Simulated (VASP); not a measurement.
Crystal: PbO2.

```
CELL_PARAMETERS angstrom
4.99496 0.00000 0.00000
0.00000 4.99496 0.00000
0.00000 0.00000 3.40900
ATOMIC_POSITIONS crystal
Pb 0.00000 0.00000 0.00000
Pb 0.50000 0.50000 0.50000
O 0.30743 0.30743 0.00000
O 0.19257 0.80743 0.50000
O 0.80743 0.19257 0.50000
O 0.69257 0.69257 0.00000
```

* Program: VASP 6.6.1
* Task: relaxation of cell and atoms
* Functional: PBE
* Dispersion: D3(BJ)
* Potentials or basis: VASP PAW PBE potentials, release 64 (Pb_d, O)
* Cutoff: 600 eV
* k mesh: 8 × 8 × 10
* Occupations: gaussian, width 0.01 eV
* Spin: no spin polarisation

At the start: pressure 3.4 GPa; volume 14.18 Å³/atom.

How do energy, volume and symmetry change on relaxing?

Over 5 steps the energy falls by 3.6 meV/atom and the volume is 14.51 Å³/atom (+2.3 %); space group P4_2/mnm (No. 136, to 0.05 Å).

Step by step:
| step | energy change (eV) | largest force (eV/Å) | pressure (GPa) | volume (Å³) |
| --- | --- | --- | --- | --- |
| 1 | 0.0000 | 0.0568 | 3.36 | 85.05 |
| 2 | -0.0076 | 0.0783 | -2.39 | 88.77 |
| 3 | -0.0214 | 0.0253 | 0.01 | 87.06 |
| 4 | -0.0214 | 0.0237 | 0.07 | 87.02 |
| 5 | -0.0215 | 0.0084 | 0.06 | 87.04 |

Final structure:
```
Pb O
1.0
     5.02828    0.00000    0.00000
     0.00000    5.02828    0.00000
     0.00000    0.00000    3.44259
Pb O
2 4
Cartesian
  5.0283 0.0000 3.4426
  2.5141 2.5141 1.7213
  1.5455 1.5455 0.0000
  0.9686 4.0597 1.7213
  4.0597 0.9686 1.7213
  3.4827 3.4827 0.0000
```
